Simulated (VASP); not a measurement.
Ni, 1 atom in the cell. It takes space group Fm-3m (No. 225, cubic). The conventional cell has a = 3.459 Å, b = 3.459 Å, c = 3.459 Å, α = 90.00°, β = 90.00°, γ = 90.00°. Within 3.2 Å of Ni (site symmetry m-3m) lie 12 Ni at 2.45 Å. 

```yaml
Program: VASP 6.6.1
Task: single point
Functional: PBEsol
Potentials_or_basis: VASP PAW PBE potentials, release 64 (Ni)
Cutoff: 520 eV
k_mesh: 26 × 26 × 26
Occupations: fermi-dirac, width 0.1 eV
Spin: no spin polarisation
Dipole_correction: no
Further_INCAR_settings: ALGO = Normal; EDIFF = 1e-06; NBANDS = 11
```

Potentials or basis: VASP PAW PBE potentials, release 64 (Ni).

Launch:

```bash
$ cat potpaw_PBE.64/Ni/POTCAR > POTCAR
$ mpirun -np 1 vasp_std > vasp.out
```

Hardware: 1 thread of AMD EPYC 9R45 96-Core Processor (Zen 5), with other jobs on the host.

Q: How long does it take, and how much memory?

A: Run time: 25 s on 1 thread of AMD EPYC 9R45 96-Core Processor (Zen 5), with other jobs on the host, peak memory 0.14 GiB. Counts: scf iterations 11, k points 511.
